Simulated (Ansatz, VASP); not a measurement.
# BeZn3Se4 in VASP and in Ansatz

```
CELL_PARAMETERS angstrom
5.58806 0.00167 -0.00323
0.00173 5.59205 0.00170
-2.79817 -2.79520 5.57456
ATOMIC_POSITIONS crystal
Be 0.99940 0.99951 0.99936
Zn 0.74871 0.24973 0.49878
Zn 0.25083 0.75136 0.50072
Zn 0.50070 0.49978 0.00096
Se 0.88600 0.35061 0.23613
Se 0.11444 0.11511 0.76385
Se 0.64939 0.64895 0.76450
Se 0.35054 0.88495 0.23569
```

Change from the starting cell: cell x1, atoms moved at random (sigma 0.15 Å) and cell strained at random (1.5 %), then relaxed without symmetry.

Alike in both runs: functional PBE; k mesh 4 × 4 × 4; occupations gaussian, width 0.1 eV; no spin polarisation.

Ansatz relaxed the structure, and its values are those at the end. VASP's run is a single point on that final structure, the one shown.

|  | VASP | Ansatz |
| --- | --- | --- |
| version | VASP 6.6.1 | Ansatz 0.2.0 |
| potentials or method | VASP PAW PBE potentials, release 64 (Be, Zn, Se), cutoff 520 eV | scalar-relativistic, plane waves, PAW |
| valence electrons in the cell | 62 | 102 |

|  | VASP | Ansatz | Ansatz less VASP |
| --- | --- | --- | --- |
| gap on the k mesh at the Fermi level (eV) | 1.75 | 1.75 | -0.002 |
| least direct gap on the mesh (eV) | 1.75 | 1.75 | -0.002 |
| pressure (GPa) | 0.3 | 0.1 | -0.20 |
| rms of the force components (eV/Å) | 0.010 | 0.011 | +0.0003 |

VASP's potentials hold 62 valence electrons a cell and Ansatz's 102, so a difference there can come from the potentials and not from the codes.
